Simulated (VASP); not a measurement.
# InAs (Fm-3m) in VASP: settings compared

InAs is run at these levels: PBE, r2SCAN; tasks: single point.

Program: VASP 6.6.1. These are calculated values, not measurements. Logs are shortened: lines on timing, memory, paths and dates and some standing lists are left out, and cuts for length are marked.

## 1. The cell of the first run

The structure is cubic, space group Fm-3m (No. 225). Conventional cell: a = 5.683 Å, b = 5.683 Å, c = 5.683 Å, α = 90.00°, β = 90.00°, γ = 90.00°. Within 3.7 Å of In (site symmetry m-3m) lie 6 As at 2.84 Å. Within 3.7 Å of As (site symmetry m-3m) lie 6 In at 2.84 Å.

## 2. Single point, PBE

Input file INCAR:

```
ALGO = Normal
EDIFF = 1E-6
ENCUT = 520
GGA = PE
ISIF = 2
ISMEAR = -1
LASPH = True
LCHARG = True
LELF = True
LREAL = False
LVHAR = True
LWAVE = False
NBANDS = 16
NELM = 60
PREC = Accurate
SIGMA = 0.02
```

Input file KPOINTS:

```
k-points
0
Gamma
  6 6 6
```

Input file POSCAR:

```
InAs
1.0
    0.0000000000      2.8414337288      2.8414337288
    2.8414337288      0.0000000000      2.8414337288
    2.8414337288      2.8414337288      0.0000000000
In As
1 1
Direct
    0.0000000000      0.0000000000      0.0000000000
    0.5000000000      0.5000000000      0.5000000000
```

Potentials or basis: VASP PAW PBE potentials, release 64 (In_d, As).

The run is started by

```
$ cat potpaw_PBE.64/In_d/POTCAR potpaw_PBE.64/As/POTCAR > POTCAR
$ mpirun -np 1 vasp_std > vasp.out
```

OUTCAR:

```text
EDIFF = 1E-6
   ENCUT = 520
   GGA = PE
   ISIF = 2
   ISMEAR = -1
   LASPH = True
   LREAL = False
   NELM = 60
   PREC = Accurate

 ion  position               nearest neighbor table
   1  0.000  0.000  0.000-   2 2.84   2 2.84   2 2.84   2 2.84   2 2.84   2 2.84
   2  0.500  0.500  0.500-   1 2.84   1 2.84   1 2.84   1 2.84   1 2.84   1 2.84

  LATTYP: Found a face centered cubic cell.
 ALAT       =     5.6828674576

  Lattice vectors:

 A1 = (   0.0000000000,   2.8414337288,   2.8414337288)
 A2 = (   2.8414337288,   0.0000000000,   2.8414337288)
 A3 = (   2.8414337288,   2.8414337288,   0.0000000000)

Analysis of symmetry for initial positions (statically):
=====================================================================
 Subroutine PRICEL returns:
 Original cell was already a primitive cell.

 Routine SETGRP: Setting up the symmetry group for a
 face centered cubic supercell.

 Subroutine GETGRP returns: Found 48 space group operations
 (whereof 48 operations were pure point group operations)
 out of a pool of 48 trial point group operations.

The static configuration has the point symmetry O_h .

Analysis of symmetry for dynamics (positions and initial velocities):
=====================================================================
 Subroutine PRICEL returns:
 Original cell was already a primitive cell.

 Routine SETGRP: Setting up the symmetry group for a
 face centered cubic supercell.

 Subroutine GETGRP returns: Found 48 space group operations
 (whereof 48 operations were pure point group operations)
 out of a pool of 48 trial point group operations.

The dynamic configuration has the point symmetry O_h .

 Subroutine INISYM returns: Found 48 space group operations
 (whereof 48 operations are pure point group operations),
 and found     1 'primitive' translations

----------------------------------------------------------------------------------------

                                     Primitive cell

  volume of cell :      45.8820

  direct lattice vectors                    reciprocal lattice vectors
     0.000000000  2.841433729  2.841433729    -0.175967504  0.175967504  0.175967504
     2.841433729  0.000000000  2.841433729     0.175967504 -0.175967504  0.175967504
     2.841433729  2.841433729  0.000000000     0.175967504  0.175967504 -0.175967504

  length of vectors
     4.018394116  4.018394116  4.018394116     0.304784657  0.304784657  0.304784657

  position of ions in fractional coordinates (direct lattice)
     0.000000000  0.000000000  0.000000000
     0.500000000  0.500000000  0.500000000

  ion indices of the primitive-cell ions
   primitive index   ion index
                 1           1
                 2           2

----------------------------------------------------------------------------------------

 KPOINTS: k-points

Automatic generation of k-mesh.
 Grid dimensions read from file:
 generate k-points for:    6    6    6

 Generating k-lattice:

  Cartesian coordinates                     Fractional coordinates (reciprocal lattice)
    -0.029327917  0.029327917  0.029327917     0.166666667  0.000000000  0.000000000
     0.029327917 -0.029327917  0.029327917     0.000000000  0.166666667  0.000000000
     0.029327917  0.029327917 -0.029327917     0.000000000  0.000000000  0.166666667

  Length of vectors
     0.050797443  0.050797443  0.050797443

  Shift w.r.t. Gamma in fractional coordinates (k-lattice)
     0.000000000  0.000000000  0.000000000

 Subroutine IBZKPT returns following result:
 ===========================================

 Found     16 irreducible k-points:

 Following reciprocal coordinates:
            Coordinates               Weight
  0.000000  0.000000  0.000000      1.000000
  0.166667  0.000000  0.000000      8.000000
  0.333333  0.000000  0.000000      8.000000
  0.500000  0.000000  0.000000      4.000000
  0.166667  0.166667  0.000000      6.000000
  0.333333  0.166667  0.000000     24.000000
[... 8 lines left out ...]
 -0.333333  0.333333  0.166667     24.000000
 -0.333333  0.500000  0.166667     12.000000
   k-points           NKPTS =     16   k-points in BZ     NKDIM =     16   number of bands    NBANDS=     16
   number of dos      NEDOS =    301   number of ions     NIONS =      2
   total plane-waves  NPLWV =  27000
   dimension x,y,z NGX =    30 NGY =   30 NGZ =   30
   dimension x,y,z NGXF=    60 NGYF=   60 NGZF=   60
   ions per type =               1   1
   NGX,Y,Z   is equivalent  to a cutoff of  12.41, 12.41, 12.41 a.u.
   NGXF,Y,Z  is equivalent  to a cutoff of  24.82, 24.82, 24.82 a.u.
 SYSTEM =  unknown system
   PREC   = accura    normal or accurate (medium, high low for compatibility)
   ISTART =      0    job   : 0-new  1-cont  2-samecut
   ICHARG =      2    charge: 1-file 2-atom 10-const
   ISPIN  =      1    spin polarized calculation?
   LNONCOLLINEAR =      F non collinear calculations
   LSORBIT =      F    spin-orbit coupling
   LASPH  =      T    aspherical Exc in radial PAW
   ENCUT  =  520.0 eV  38.22 Ry    6.18 a.u.   7.47  7.47  7.47*2*pi/ulx,y,z
   NELM   =     60;   NELMIN=  2; NELMDL= -5     # of ELM steps
   EDIFF  = 0.1E-05   stopping-criterion for ELM
   LREAL  =      F    real-space projection
   EDIFFG = 0.1E-04   stopping-criterion for IOM
   NSW    =      0    number of steps for IOM
   IBRION =     -1    ionic relax: 0-MD 1-quasi-New 2-CG
   NFREE  =      0    steps in history (QN), initial steepest desc. (CG)
   ISIF   =      2    stress and relaxation
   ISYM   =      2    0-nonsym 1-usesym 2-fastsym
   POTIM  = 0.5000    time-step for ionic-motion
   TEBEG  =    0.0;   TEEND  =   0.0 temperature during run
   PSTRESS=    0.0 pullay stress
   NELECT =      18.0000    total number of electrons
   NUPDOWN=      -1.0000    fix difference up-down
   EMIN   =  10.00;   EMAX   =-10.00  energy-range for DOS
   EFERMI =   0.00;   METHOD = LEGACY
   ISMEAR =    -1;   SIGMA  =   0.02  broadening in eV -4-tet -1-fermi 0-gaus
   EFERMI_NEDOS =   21; number of points for ismear=-14 and -15
   IALGO  =     38    algorithm
   IMIX   =      4    mixing-type and parameters
     AMIX     =   0.40;   BMIX     =  1.00
     AMIX_MAG =   1.60;   BMIX_MAG =  1.00
  volume/ion in A,a.u.               =      22.94       154.81
  Fermi-wavevector in a.u.,A,eV,Ry     =   1.198445  2.264733 19.541648  1.436271
  Thomas-Fermi vector in A             =   2.334334
   LORBIT       =      0    0 simple, 1 ext, 2 COOP (PROOUT), +10 PAW based schemes
   GGA     = PE    functional components
   LHFCALC =     F    Hartree Fock is set to
   AEXX    =    0.0000 exact exchange contribution
   IVDW    =     0    specifies the selected vdW correction
   LEPSILON=     F    determine dielectric tensor
   LRPA    =     F    only Hartree local field effects (RPA)
 non-spin polarized calculation
  energy-cutoff  :      520.00
  volume of cell :       45.88
 maximum number of plane-waves:      1258
 NGX is ok and might be reduce to    30
   NGX = 15   NGY = 15   NGZ = 15

 number of electron      17.9999990 magnetization

 Free energy of the ion-electron system (eV)
  ---------------------------------------------------
  ext. energy  EPLUGINS =         0.00000000
  ---------------------------------------------------
  free energy    TOTEN  =        -7.33071820 eV

  energy without entropy =       -7.32713127  energy(sigma->0) =       -7.32892474

 E-fermi :   6.3593     XC(G=0): -10.2673

 val. band max:        6.3213391801   @ k =  -0.3333   0.1667   0.0000
 cond. band min:       6.3742624895   @ k =   0.3333   0.0000   0.0000
 fundamental gap:      0.0529233094
 Fermi energy:         6.3592660713

 k-point     1 :       0.0000    0.0000    0.0000
  band No.  band energies     occupation
      1      -8.0127      2.00000
      2      -8.0127      2.00000
      3      -7.9905      2.00000
      4      -7.9905      2.00000
      5      -7.9905      2.00000
      6      -6.0086      2.00000
[... 8 lines left out ...]
     15      14.0361      0.00000
     16      14.0361      0.00000

 k-point     2 :       0.1667    0.0000    0.0000
  band No.  band energies     occupation
      1      -8.0256      2.00000
      2      -8.0256      2.00000
      3      -7.9915      2.00000
      4      -7.9764      2.00000
      5      -7.9764      2.00000
      6      -5.6973      2.00000
[... 8 lines left out ...]
     15      14.3849      0.00000
     16      14.3849      0.00000

 k-point     3 :       0.3333    0.0000    0.0000
  band No.  band energies     occupation
      1      -8.0549      2.00000
      2      -8.0549      2.00000
      3      -7.9959      2.00000
      4      -7.9444      2.00000
      5      -7.9444      2.00000
      6      -4.8689      2.00000
[... 8 lines left out ...]
     15      16.2014      0.00000
     16      16.2014      0.00000

 k-point     4 :       0.5000    0.0000    0.0000
  band No.  band energies     occupation
      1      -8.0698      2.00000
      2      -8.0698      2.00000
      3      -7.9990      2.00000
      4      -7.9280      2.00000
      5      -7.9280      2.00000
      6      -4.2260      2.00000
[... 8 lines left out ...]
     15      18.2960      0.00000
     16      18.2960      0.00000
[... 172 lines left out ...]
 k-point    14 :       0.5000    0.3333    0.1667
  band No.  band energies     occupation
      1      -8.1747      2.00000
      2      -8.0233      2.00000
      3      -7.9968      2.00000
      4      -7.9415      2.00000
      5      -7.9263      2.00000
      6      -4.0762      2.00000
[... 8 lines left out ...]
     15      18.3843      0.00000
     16      18.5306      0.00000

 k-point    15 :      -0.3333    0.3333    0.1667
  band No.  band energies     occupation
      1      -8.1945      2.00000
      2      -8.0335      2.00000
      3      -7.9738      2.00000
      4      -7.9632      2.00000
      5      -7.9131      2.00000
      6      -3.5272      2.00000
[... 8 lines left out ...]
     15      16.4242      0.00000
     16      19.8629      0.00000

 k-point    16 :      -0.3333    0.5000    0.1667
  band No.  band energies     occupation
      1      -8.2583      2.00000
      2      -8.0076      2.00000
      3      -8.0029      2.00000
      4      -7.9374      2.00000
      5      -7.9013      2.00000
      6      -3.2459      2.00000
[... 8 lines left out ...]
     15      18.2516      0.00000
     16      20.8165      0.00000

------------------------ aborting loop because EDIFF is reached ----------------------------------------

  FORCE on cell =-STRESS in cart. coord.  units (eV):
  Direction    XX          YY          ZZ          XY          YZ          ZX
  --------------------------------------------------------------------------------------
  -------------------------------------------------------------------------------------
  Total        0.7457426      0.7457426      0.7457426     -0.0000000     -0.0000000      0.0000000
  in kB       26.0409569     26.0409569     26.0409569     -0.0000000     -0.0000000      0.0000000
  external PRESSURE =      26.0409569 kB  Pullay stress =       0.0000000 kB

 VOLUME and BASIS-vectors are now :
 -----------------------------------------------------------------------------
  energy-cutoff  :      520.00
  volume of cell :       45.88
      direct lattice vectors                 reciprocal lattice vectors
     0.000000000  2.841433729  2.841433729    -0.175967504  0.175967504  0.175967504
     2.841433729  0.000000000  2.841433729     0.175967504 -0.175967504  0.175967504
     2.841433729  2.841433729  0.000000000     0.175967504  0.175967504 -0.175967504

 POSITION                                       TOTAL-FORCE (eV/Angst)
 -----------------------------------------------------------------------------------
      0.00000      0.00000      0.00000        -0.000000      0.000000     -0.000000
      2.84143      2.84143      2.84143         0.000000     -0.000000      0.000000
 -----------------------------------------------------------------------------------
    total drift:                               -0.000000      0.000000      0.000000

  FREE ENERGIE OF THE ION-ELECTRON SYSTEM (eV)
  ---------------------------------------------------
  free  energy   TOTEN  =        -7.3307182015 eV

  energy  without entropy=       -7.3271312697  energy(sigma->0) =       -7.32892474
```

It took 24 s on 1 thread of AMD EPYC 7R13, shared host; peak memory 0.14 GiB.

What came out:

| Quantity | Value |
| --- | --- |
| Free energy | -7.3307 eV |
| Pressure | 2.6 GPa |
| Band gap on the k mesh | zero (band 9 reaches 6.73 eV, above the bottom of band 10 at 4.00 eV) |

Levels at points of the mesh, in eV from the Fermi level:
| k point | band 5 | band 6 | band 7 | band 8 | band 9 | band 10 | band 11 | band 12 | band 13 | band 14 |
| --- | --- | --- | --- | --- | --- | --- | --- | --- | --- | --- |
| (0.00, 0.00, 0.00) | -14.35 | -12.37 | -0.41 | -0.23 | -0.23 | -0.23 | 7.20 | 7.20 | 7.20 | 7.68 |
| (0.50, 0.00, 0.00) | -14.29 | -10.59 | -6.71 | 0.18 | 0.18 | 2.15 | 3.28 | 3.28 | 4.64 | 10.85 |
| (0.50, 0.50, 0.00) | -14.26 | -9.61 | -4.93 | -2.91 | -2.36 | -2.36 | 3.80 | 9.48 | 9.48 | 10.34 |

Caveat: spin-orbit coupling is left out, which moves the levels of the heavy elements.

## 3. Single point, r2SCAN

POSCAR is that of step 2.

Input file INCAR.step1:

```
PREC = Accurate
ENCUT = 520
ISMEAR = -1
SIGMA = 0.02
LREAL = False
LASPH = True
NELM = 60
NBANDS = 16
GGA = PE
ALGO = Normal
EDIFF = 1E-4
LWAVE = True
LCHARG = False
```

Input file INCAR.step2:

```
PREC = Accurate
ENCUT = 520
EDIFF = 1E-6
ISMEAR = -1
SIGMA = 0.02
LREAL = False
LASPH = True
NELM = 60
ALGO = Normal
ISIF = 2
LWAVE = False
LCHARG = False
METAGGA = R2SCAN
LMIXTAU = True
NBANDS = 16
ISTART = 1
```

Input file KPOINTS:

```
regular mesh
0
Gamma
  6 6 6
```

Potentials or basis: VASP PAW PBE potentials, release 64 (In_d, As).

The run is started by

```
$ cat potpaw_PBE.64/In_d/POTCAR potpaw_PBE.64/As/POTCAR > POTCAR
$ cp INCAR.step1 INCAR
$ mpirun -np 1 vasp_std > vasp.out
$ cp INCAR.step2 INCAR
$ mpirun -np 1 vasp_std > vasp.out
```

Wall time 89 s (1 thread of AMD EPYC 7R13, shared host); peak memory 0.14 GiB.

It converged, with:

```yaml
Free_energy: -37.5960 eV
Pressure: 0.2 GPa
Band_gap_on_the_k_mesh: zero (band 9 reaches 6.52 eV, above the bottom of band 10 at 3.72 eV)
```

Levels at points of the mesh, in eV from the Fermi level:
| k point | band 7 | band 8 | band 9 | band 10 | band 11 | band 12 |
| --- | --- | --- | --- | --- | --- | --- |
| (0.00, 0.00, 0.00) | -0.26 | -0.26 | -0.26 | 0.08 | 7.70 | 7.70 |
| (0.50, 0.00, 0.00) | -6.84 | 0.17 | 0.17 | 2.66 | 3.61 | 3.61 |
| (0.50, 0.50, 0.00) | -5.04 | -2.72 | -2.43 | -2.43 | 4.26 | 10.21 |

Caveat: the PAW data sets were made with another functional, which shifts forces and pressure a little; spin-orbit coupling is left out, which moves the levels of the heavy elements.

## 4. Single point, r2SCAN

POSCAR is that of step 3.

Input file INCAR.step1:

```
SYSTEM = InAs
ALGO = Normal
EDIFF = 1E-4
ENCUT = 520
GGA = PE
ISMEAR = -1
LASPH = .TRUE.
LCHARG = .FALSE.
LREAL = .FALSE.
LWAVE = .TRUE.
NBANDS = 16
NELM = 60
PREC = Accurate
SIGMA = 0.02
```

Input file INCAR.step2:

```
SYSTEM = InAs
ALGO = Normal
EDIFF = 1E-6
ENCUT = 520
ISIF = 2
ISMEAR = -1
ISTART = 1
LASPH = .TRUE.
LCHARG = .TRUE.
LELF = .TRUE.
LMIXTAU = .TRUE.
LREAL = .FALSE.
LVHAR = .TRUE.
LWAVE = .FALSE.
METAGGA = R2SCAN
NBANDS = 16
NELM = 60
PREC = Accurate
SIGMA = 0.02
```

Input file KPOINTS:

```
k-points
0
G
  6 6 6
  0 0 0
```

The run is started by

```
$ cat potpaw_PBE.64/In_d/POTCAR potpaw_PBE.64/As/POTCAR > POTCAR
$ cp INCAR.step1 INCAR
$ mpirun -np 1 vasp_std > vasp.out
$ cp INCAR.step2 INCAR
$ mpirun -np 1 vasp_std > vasp.out
```

Run time: 73 s. Hardware: 1 thread of AMD EPYC 7R13, shared host; peak memory 0.14 GiB.

Results (log left out):

```yaml
Free_energy: -37.5960 eV
Pressure: 0.2 GPa
Band_gap_on_the_k_mesh: zero (band 9 reaches 6.52 eV, above the bottom of band 10 at 3.72 eV)
```

Levels at points of the mesh, in eV from the Fermi level:
```csv
k point,band 5,band 6,band 7,band 8,band 9,band 10,band 11,band 12,band 13,band 14
"(0.00, 0.00, 0.00)",-14.83,-12.82,-0.26,-0.26,-0.26,0.08,7.70,7.70,7.70,8.28
"(0.50, 0.00, 0.00)",-14.76,-10.97,-6.84,0.17,0.17,2.66,3.61,3.61,5.13,11.71
"(0.50, 0.50, 0.00)",-14.74,-9.92,-5.04,-2.72,-2.43,-2.43,4.26,10.21,10.21,11.19
```

Caveat: the PAW data sets were made with another functional, which shifts forces and pressure a little; spin-orbit coupling is left out, which moves the levels of the heavy elements.
